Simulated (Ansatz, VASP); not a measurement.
# ZnGe2N: VASP beside Ansatz

```
Zn Ge N
1.0
     2.86273    0.00000    0.00000
     0.00000    4.02390    0.00000
     0.00000    0.00000    6.14975
Zn Ge N
1 2 1
Direct
  0.50000 0.50000 0.50000
  0.50000 0.00000 0.23178
  0.50000 0.00000 0.76822
  0.00000 0.00000 0.00000
```

Change from the starting cell: species swapped into the AgPdO2 type (Pmmm, No. 47).

Alike in both runs: functional PBE; k mesh 6 × 6 × 4; occupations gaussian, width 0.1 eV; no spin polarisation.

Ansatz relaxed the structure, and its values are those at the end. VASP's run is a single point on that final structure, the one shown.

|  | VASP | Ansatz |
| --- | --- | --- |
| version | VASP 6.6.1 | Ansatz 0.2.0 |
| potentials or method | VASP PAW PBE potentials, release 64 (Zn, Ge_d, N), cutoff 520 eV | scalar-relativistic, plane waves, PAW |
| valence electrons in the cell | 45 | 45 |

|  | VASP | Ansatz | Ansatz less VASP |
| --- | --- | --- | --- |
| gap on the k mesh at the Fermi level (eV) | none | none | - |
| pressure (GPa) | 0.0 | 0.0 | -0.01 |

A gap of «none» marks a metal or a gap that the smearing closes.

The k mesh is coarse, so the values compare programs but aren't converged.
